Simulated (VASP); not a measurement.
Input of a VASP 6.6.1 run:

INCAR

```
SYSTEM = Al3Ni2
PREC = Accurate ; ENCUT = 520
EDIFF = 1E-6 ; ISMEAR = 0
SIGMA = 0.1 ; LREAL = .False.
LASPH = .True. ; NELM = 60
ALGO = Fast ; ISIF = 2
LWAVE = .False. ; LCHARG = .False.
GGA = PS ; NBANDS = 22
```

Contents of KPOINTS:

```
regular mesh
0
Gamma
  12 12 8
  0 0 0
```

File POSCAR:

```
Al3Ni2
1.0
    4.0031396383      0.0000000000      0.0000000000
   -2.0015698192      3.4668206217      0.0000000000
    0.0000000000      0.0000000000      4.8594646093
Al Ni
3 2
Direct
    0.0000000000      0.0000000000      0.0000000000
    0.3333333333      0.6666666667      0.6477829058
    0.6666666667      0.3333333333      0.3522170942
    0.3333333333      0.6666666667      0.1455709071
    0.6666666667      0.3333333333      0.8544290929
```

Potentials or basis: VASP PAW PBE potentials, release 64 (Al, Ni).

The run is started by

```bash
$ cat potpaw_PBE.64/Al/POTCAR potpaw_PBE.64/Ni/POTCAR > POTCAR
$ mpirun -np 1 vasp_std > vasp.out
```

Q: Predict the largest force.

A: 0.011 eV/Å.

Q: Estimate the pressure.

A: 0.2 GPa.

Stress tensor (GPa, compression positive):
```
0.16 0.00 0.00
0.00 0.16 0.00
0.00 0.00 0.24
```

Caveat: the PAW data sets were made with another functional, which shifts forces and pressure a little. Spin polarisation is off, so any magnetic state and its effect on volume and gap are missing.
